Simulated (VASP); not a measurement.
Al3BP4:

```
Al B P
1.0
    -2.55000    2.55000    5.10000
     2.55000   -2.55000    5.10000
     2.55000    2.55000   -5.10000
Al B P
3 1 4
Direct
  0.25000 0.75000 0.50000
  0.75000 0.25000 0.50000
  0.50000 0.50000 0.00000
  0.00000 0.00000 0.00000
  0.11500 0.11500 0.46000
  0.65500 0.65500 0.54000
  0.34500 0.88500 0.00000
  0.88500 0.34500 0.00000
```

```yaml
Program: VASP 6.6.1
Task: relaxation of cell and atoms
Functional: PBE
Potentials_or_basis: VASP PAW PBE potentials, release 64 (Al, B, P)
Cutoff: 600 eV
k_mesh: 5 × 5 × 5
Occupations: gaussian, width 0.2 eV
Spin: no spin polarisation
```

At the start: pressure 12.0 GPa; volume 16.58 Å³/atom.

Problem. Where does the relaxation end?

Solution. Over 6 steps the energy falls by 83.9 meV/atom and the volume is 18.19 Å³/atom (+9.7 %); space group I-42m (No. 121, to 0.1 Å) before and after.

The path:
| step | energy change (eV) | largest force (eV/Å) | pressure (GPa) | volume (Å³) |
| --- | --- | --- | --- | --- |
| 1 | 0.0000 | 1.3826 | 12.00 | 132.65 |
| 2 | -0.4067 | 0.2017 | -6.43 | 157.95 |
| 3 | -0.6213 | 0.5203 | -0.95 | 147.71 |
| 4 | -0.6213 | 0.5335 | -0.74 | 147.40 |
| 5 | -0.6631 | 0.2299 | -0.12 | 146.25 |
| 6 | -0.6708 | 0.0719 | 0.33 | 145.52 |

Final structure:
```cif
data_structure
_symmetry_space_group_name_H-M 'P 1'
_symmetry_Int_Tables_number 1
_cell_length_a 6.4321
_cell_length_b 6.4321
_cell_length_c 6.4321
_cell_angle_alpha 131.653
_cell_angle_beta 131.653
_cell_angle_gamma 70.777
_cell_volume 145.52
loop_
_atom_site_label
_atom_site_type_symbol
_atom_site_fract_x
_atom_site_fract_y
_atom_site_fract_z
_atom_site_occupancy
Al1 Al 0.25000 0.75000 0.50000 1
Al2 Al 0.75000 0.25000 0.50000 1
Al3 Al 0.50000 0.50000 0.00000 1
B1 B 0.00000 0.00000 0.00000 1
P1 P 0.10548 0.10548 0.43802 1
P2 P 0.66746 0.66746 0.56198 1
P3 P 0.33254 0.89452 0.00000 1
P4 P 0.89452 0.33254 0.00000 1
```

Caveat: the relaxation stopped at a loose force limit of 0.08 eV/Å, so its end isn't a converged minimum.
